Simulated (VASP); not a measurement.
# MoS2 (R3m) in VASP: further runs

MoS2 is run at these levels: PBEsol, PBE, r2SCAN; tasks: single point.

Program: VASP 6.6.1. These are calculated values, not measurements. Logs are shortened: lines on timing, memory, paths and dates and some standing lists are left out, and cuts for length are marked.

## Step 1: The cell of the first run

Symmetry: R3m, No. 160, trigonal system. Conventional cell: a = 3.160 Å, b = 3.160 Å, c = 18.450 Å, α = 90.00°, β = 90.00°, γ = 120.00°. Mo (site symmetry 3m) has 6 S at 2.39 Å and 6 Mo at 3.16 Å within 3.2 Å. S (site symmetry 3m) has 3 Mo at 2.39 Å and 7 S at 3.08 to 3.16 Å within 3.2 Å. S (site symmetry 3m) has 3 Mo at 2.39 Å and 7 S at 3.08 to 3.16 Å within 3.2 Å.

## Step 2: Single point, PBEsol

Input file INCAR:

```
ALGO     = Normal         # electronic algorithm
EDIFF    = 1E-7           # SCF threshold, eV
ENCUT    = 520            # plane-wave cutoff, eV
GGA      = PS             # functional
ISIF     = 2              # what is computed and relaxed
ISMEAR   = -1             # smearing method
LASPH    = T              # aspherical terms in the spheres
LCHARG   = F              # write CHGCAR
LREAL    = F              # projectors in reciprocal space
LWAVE    = F              # write WAVECAR
NBANDS   = 20             # bands
NELM     = 100            # most SCF steps
PREC     = Accurate       # precision mode
SIGMA    = 0.03           # smearing width, eV
```

Input file KPOINTS:

```
k-points
0
Gamma
  6 6 6
```

Input file POSCAR:

```
MoS2
1.0
    1.5800000000      0.9122134253      6.1500000000
   -1.5800000000      0.9122134253      6.1500000000
    0.0000000000     -1.8244268506      6.1500000000
Mo S
1 2
Direct
    0.0000000000      0.0000000000      0.0000000000
    0.4170000000      0.4170000000      0.4170000000
    0.2500000000      0.2500000000      0.2500000000
```

Potentials or basis: VASP PAW PBE potentials, release 64 (Mo_sv, S).

Run with:

```console
$ cat potpaw_PBE.64/Mo_sv/POTCAR potpaw_PBE.64/S/POTCAR > POTCAR
$ mpirun -np 1 vasp_std > vasp.out
```

OUTCAR:

```text
EDIFF = 1E-7
   ENCUT = 520
   GGA = PS
   ISIF = 2
   ISMEAR = -1
   LASPH = T
   LREAL = F
   NELM = 100
   PREC = Accurate

 ion  position               nearest neighbor table
   1  0.000  0.000  0.000-   3 2.39   3 2.39   3 2.39   2 2.39   2 2.39   2 2.39
   2  0.417  0.417  0.417-   1 2.39   1 2.39   1 2.39
   3  0.250  0.250  0.250-   1 2.39   1 2.39   1 2.39

  LATTYP: Found a trigonal (rhomboedric) cell.
 ALAT       =     6.4149071181
 COS(alpha) =     0.8786713335

  Lattice vectors:

 A1 = (   1.5800000000,   0.9122134253,   6.1500000000)
 A2 = (  -1.5800000000,   0.9122134253,   6.1500000000)
 A3 = (   0.0000000000,  -1.8244268506,   6.1500000000)

Analysis of symmetry for initial positions (statically):
=====================================================================
 Subroutine PRICEL returns:
 Original cell was already a primitive cell.

 Routine SETGRP: Setting up the symmetry group for a
 trigonal (rhombohedral) supercell.

 Subroutine GETGRP returns: Found  6 space group operations
 (whereof  6 operations were pure point group operations)
 out of a pool of 12 trial point group operations.

The static configuration has the point symmetry C_3v.

Analysis of symmetry for dynamics (positions and initial velocities):
=====================================================================
 Subroutine PRICEL returns:
 Original cell was already a primitive cell.

 Routine SETGRP: Setting up the symmetry group for a
 trigonal (rhombohedral) supercell.

 Subroutine GETGRP returns: Found  6 space group operations
 (whereof  6 operations were pure point group operations)
 out of a pool of 12 trial point group operations.

The dynamic configuration has the point symmetry C_3v.

 Subroutine INISYM returns: Found  6 space group operations
 (whereof  6 operations are pure point group operations),
 and found     1 'primitive' translations

----------------------------------------------------------------------------------------

                                     Primitive cell

  volume of cell :      53.1839

  direct lattice vectors                    reciprocal lattice vectors
     1.580000000  0.912213425  6.150000000     0.316455696  0.182705781  0.054200542
    -1.580000000  0.912213425  6.150000000    -0.316455696  0.182705781  0.054200542
     0.000000000 -1.824426851  6.150000000     0.000000000 -0.365411563  0.054200542

  length of vectors
     6.414907118  6.414907118  6.414907118     0.369409406  0.369409406  0.369409406

  position of ions in fractional coordinates (direct lattice)
     0.000000000  0.000000000  0.000000000
     0.417000000  0.417000000  0.417000000
     0.250000000  0.250000000  0.250000000

  ion indices of the primitive-cell ions
   primitive index   ion index
                 1           1
                 2           2
                 3           3

----------------------------------------------------------------------------------------

 KPOINTS: k-points

Automatic generation of k-mesh.
 Grid dimensions read from file:
 generate k-points for:    6    6    6

 Generating k-lattice:

  Cartesian coordinates                     Fractional coordinates (reciprocal lattice)
     0.052742616  0.030450964  0.009033424     0.166666667 -0.000000000  0.000000000
    -0.052742616  0.030450964  0.009033424    -0.000000000  0.166666667  0.000000000
     0.000000000 -0.060901927  0.009033424     0.000000000  0.000000000  0.166666667

  Length of vectors
     0.061568234  0.061568234  0.061568234

  Shift w.r.t. Gamma in fractional coordinates (k-lattice)
     0.000000000  0.000000000  0.000000000

 Subroutine IBZKPT returns following result:
 ===========================================

 Found     32 irreducible k-points:

 Following reciprocal coordinates:
            Coordinates               Weight
  0.000000  0.000000  0.000000      1.000000
  0.166667  0.000000  0.000000      6.000000
  0.333333  0.000000  0.000000      6.000000
  0.500000  0.000000  0.000000      3.000000
  0.166667  0.166667  0.000000      6.000000
  0.333333  0.166667  0.000000     12.000000
[... 16 lines left out ...]
  0.500000  0.500000  0.166667      6.000000
 -0.333333  0.500000  0.166667     12.000000
 [... further k-points ...]
   k-points           NKPTS =     32   k-points in BZ     NKDIM =     32   number of bands    NBANDS=     20
   number of dos      NEDOS =    301   number of ions     NIONS =      3
   total plane-waves  NPLWV = 110592
   dimension x,y,z NGX =    48 NGY =   48 NGZ =   48
   dimension x,y,z NGXF=    96 NGYF=   96 NGZF=   96
   ions per type =               1   2
   NGX,Y,Z   is equivalent  to a cutoff of  12.44, 12.44, 12.44 a.u.
   NGXF,Y,Z  is equivalent  to a cutoff of  24.88, 24.88, 24.88 a.u.
 SYSTEM =  unknown system
   PREC   = accura    normal or accurate (medium, high low for compatibility)
   ISTART =      0    job   : 0-new  1-cont  2-samecut
   ICHARG =      2    charge: 1-file 2-atom 10-const
   ISPIN  =      1    spin polarized calculation?
   LNONCOLLINEAR =      F non collinear calculations
   LSORBIT =      F    spin-orbit coupling
   LASPH  =      T    aspherical Exc in radial PAW
   ENCUT  =  520.0 eV  38.22 Ry    6.18 a.u.  11.93 11.93 11.93*2*pi/ulx,y,z
   NELM   =    100;   NELMIN=  2; NELMDL= -5     # of ELM steps
   EDIFF  = 0.1E-06   stopping-criterion for ELM
   LREAL  =      F    real-space projection
   EDIFFG = 0.1E-05   stopping-criterion for IOM
   NSW    =      0    number of steps for IOM
   IBRION =     -1    ionic relax: 0-MD 1-quasi-New 2-CG
   NFREE  =      0    steps in history (QN), initial steepest desc. (CG)
   ISIF   =      2    stress and relaxation
   ISYM   =      2    0-nonsym 1-usesym 2-fastsym
   POTIM  = 0.5000    time-step for ionic-motion
   TEBEG  =    0.0;   TEEND  =   0.0 temperature during run
   PSTRESS=    0.0 pullay stress
   NELECT =      26.0000    total number of electrons
   NUPDOWN=      -1.0000    fix difference up-down
   EMIN   =  10.00;   EMAX   =-10.00  energy-range for DOS
   EFERMI =   0.00;   METHOD = LEGACY
   ISMEAR =    -1;   SIGMA  =   0.03  broadening in eV -4-tet -1-fermi 0-gaus
   EFERMI_NEDOS =   21; number of points for ismear=-14 and -15
   IALGO  =     38    algorithm
   IMIX   =      4    mixing-type and parameters
     AMIX     =   0.40;   BMIX     =  1.00
     AMIX_MAG =   1.60;   BMIX_MAG =  1.00
  volume/ion in A,a.u.               =      17.73       119.63
  Fermi-wavevector in a.u.,A,eV,Ry     =   1.289652  2.437089 22.629252  1.663203
  Thomas-Fermi vector in A             =   2.421532
   LORBIT       =      0    0 simple, 1 ext, 2 COOP (PROOUT), +10 PAW based schemes
   GGA     = PS    functional components
   LHFCALC =     F    Hartree Fock is set to
   AEXX    =    0.0000 exact exchange contribution
   IVDW    =     0    specifies the selected vdW correction
   LEPSILON=     F    determine dielectric tensor
   LRPA    =     F    only Hartree local field effects (RPA)
 non-spin polarized calculation
  energy-cutoff  :      520.00
  volume of cell :       53.18
 maximum number of plane-waves:      1444
   NGX = 23   NGY = 23   NGZ = 23

 number of electron      25.9999998 magnetization

 Free energy of the ion-electron system (eV)
  ---------------------------------------------------
  ext. energy  EPLUGINS =         0.00000000
  ---------------------------------------------------
  free energy    TOTEN  =       -23.44380891 eV

  energy without entropy =      -23.44380890  energy(sigma->0) =      -23.44380890

 E-fermi :   7.9973     XC(G=0): -11.0041

 val. band max:        7.5810115503   @ k =   0.5000   0.5000   0.5000
 cond. band min:       8.4935782586   @ k =  -0.1667   0.1667   0.0000
 fundamental gap:      0.9125667084
 Fermi energy:         7.9972662790

 k-point     1 :       0.0000    0.0000    0.0000
  band No.  band energies     occupation
      1     -53.8934      2.00000
      2     -28.0999      2.00000
      3     -27.8582      2.00000
      4     -27.8582      2.00000
      5      -7.5423      2.00000
      6      -5.7968      2.00000
[... 12 lines left out ...]
     19      15.6142      0.00000
     20      15.9519      0.00000

 k-point     2 :       0.1667    0.0000    0.0000
  band No.  band energies     occupation
      1     -53.8828      2.00000
      2     -28.0790      2.00000
      3     -27.9636      2.00000
      4     -27.8821      2.00000
      5      -7.1194      2.00000
      6      -5.6700      2.00000
[... 12 lines left out ...]
     19      16.1060      0.00000
     20      16.6579      0.00000

 k-point     3 :       0.3333    0.0000    0.0000
  band No.  band energies     occupation
      1     -53.8617      2.00000
      2     -28.1691      2.00000
      3     -28.0369      2.00000
      4     -27.9295      2.00000
      5      -6.1244      2.00000
      6      -5.3771      2.00000
[... 12 lines left out ...]
     19      14.9101      0.00000
     20      15.3405      0.00000

 k-point     4 :       0.5000    0.0000    0.0000
  band No.  band energies     occupation
      1     -53.8511      2.00000
      2     -28.2695      2.00000
      3     -28.0158      2.00000
      4     -27.9531      2.00000
      5      -5.4919      2.00000
      6      -5.2112      2.00000
[... 12 lines left out ...]
     19      14.3090      0.00000
     20      14.9377      0.00000

 k-point     5 :       0.1667    0.1667    0.0000
  band No.  band energies     occupation
      1     -53.8828      2.00000
      2     -28.0790      2.00000
      3     -27.9636      2.00000
      4     -27.8821      2.00000
      5      -7.1023      2.00000
      6      -5.6999      2.00000
[... 12 lines left out ...]
     19      16.1761      0.00000
     20      16.5537      0.00000

 k-point     6 :       0.3333    0.1667    0.0000
  band No.  band energies     occupation
      1     -53.8670      2.00000
      2     -28.0990      2.00000
      3     -28.0475      2.00000
      4     -27.9377      2.00000
      5      -6.3728      2.00000
      6      -5.4923      2.00000
[... 12 lines left out ...]
     19      15.8991      0.00000
     20      16.5446      0.00000

 k-point     7 :       0.5000    0.1667    0.0000
  band No.  band energies     occupation
      1     -53.8511      2.00000
      2     -28.2183      2.00000
      3     -28.0158      2.00000
      4     -28.0065      2.00000
      5      -5.5014      2.00000
      6      -5.2062      2.00000
[... 12 lines left out ...]
     19      15.6692      0.00000
     20      16.1162      0.00000
[... 277 lines left out ...]
 k-point    20 :       0.5000    0.3333    0.1667
  band No.  band energies     occupation
      1     -53.8670      2.00000
      2     -28.0990      2.00000
      3     -28.0475      2.00000
      4     -27.9377      2.00000
      5      -6.2700      2.00000
      6      -5.6297      2.00000
[... 12 lines left out ...]
     19      16.0988      0.00000
     20      16.7431      0.00000

 k-point    21 :      -0.3333    0.3333    0.1667
  band No.  band energies     occupation
      1     -53.8511      2.00000
      2     -28.2183      2.00000
      3     -28.0158      2.00000
      4     -28.0065      2.00000
      5      -5.4469      2.00000
      6      -5.2675      2.00000
[... 12 lines left out ...]
     19      15.9134      0.00000
     20      16.2056      0.00000

 k-point    22 :      -0.1667    0.3333    0.1667
  band No.  band energies     occupation
      1     -53.8511      2.00000
      2     -28.2183      2.00000
      3     -28.0158      2.00000
      4     -28.0065      2.00000
      5      -5.5109      2.00000
      6      -5.1982      2.00000
[... 12 lines left out ...]
     19      15.6159      0.00000
     20      16.1930      0.00000

 k-point    23 :       0.5000    0.5000    0.1667
  band No.  band energies     occupation
      1     -53.8617      2.00000
      2     -28.1691      2.00000
      3     -28.0369      2.00000
      4     -27.9295      2.00000
      5      -5.9721      2.00000
      6      -5.5691      2.00000
[... 12 lines left out ...]
     19      15.1310      0.00000
     20      16.1614      0.00000

 k-point    24 :      -0.3333    0.5000    0.1667
  band No.  band energies     occupation
      1     -53.8511      2.00000
      2     -28.2183      2.00000
      3     -28.0158      2.00000
      4     -28.0065      2.00000
      5      -5.4097      2.00000
      6      -5.3088      2.00000
[... 12 lines left out ...]
     19      15.6395      0.00000
     20      16.0428      0.00000

 [... further k-points ...]
[... 5 lines left out ...]
  --------------------------------------------------------------------------------------
  -------------------------------------------------------------------------------------
  Total       -0.2226863     -0.2226863      0.7700917      0.0000000      0.0000000      0.0000000
  in kB       -6.7084814     -6.7084814     23.1992047      0.0000000      0.0000000      0.0000000
  external PRESSURE =       3.2607473 kB  Pullay stress =       0.0000000 kB

 VOLUME and BASIS-vectors are now :
 -----------------------------------------------------------------------------
  energy-cutoff  :      520.00
  volume of cell :       53.18
      direct lattice vectors                 reciprocal lattice vectors
     1.580000000  0.912213425  6.150000000     0.316455696  0.182705781  0.054200542
    -1.580000000  0.912213425  6.150000000    -0.316455696  0.182705781  0.054200542
     0.000000000 -1.824426851  6.150000000     0.000000000 -0.365411563  0.054200542

 POSITION                                       TOTAL-FORCE (eV/Angst)
 -----------------------------------------------------------------------------------
      0.00000      0.00000      0.00000         0.000000      0.000000      0.085849
      0.00000      0.00000      7.69365         0.000000      0.000000      0.179984
      0.00000      0.00000      4.61250         0.000000      0.000000     -0.265833
 -----------------------------------------------------------------------------------
    total drift:                                0.000000     -0.000000      0.000046

  FREE ENERGIE OF THE ION-ELECTRON SYSTEM (eV)
  ---------------------------------------------------
  free  energy   TOTEN  =       -23.4438089062 eV

  energy  without entropy=      -23.4438088974  energy(sigma->0) =      -23.44380890
```

Wall time 49 s (1 thread of Intel Xeon 6975P-C (Granite Rapids), shared host); peak memory 0.31 GiB.

Results:

```yaml
Free_energy: -23.4438 eV
Pressure: 0.3 GPa
Largest_force: 0.266 eV/Å
Band_gap_on_the_k_mesh: 0.91 eV, indirect (least direct gap 1.71 eV)
```

Forces on the atoms (eV/Å):
```
Mo   0.000  0.000  0.086
S    0.000  0.000  0.180
S    0.000  0.000 -0.266
```

Levels at points of the mesh, in eV from the valence-band top:
```tsv
k point	band 10	band 11	band 12	band 13	band 14	band 15	band 16	band 17
(0.00, 0.00, 0.00)	-2.34	-2.34	-1.27	-1.20	2.02	2.02	2.46	2.46
(0.50, 0.00, 0.00)	-4.08	-2.37	-1.66	-1.52	1.58	2.00	3.45	3.50
(0.50, 0.50, 0.00)	-4.00	-2.94	-1.85	-1.35	1.53	2.13	2.98	3.93
(0.50, 0.50, 0.50)	-3.50	-2.32	-2.32	0.00	2.12	2.12	2.33	2.33
```

Caveat: the PAW data sets were made with another functional, which shifts forces and pressure a little. A k mesh can miss the band edges.

(Continued in part 2 of 2.)
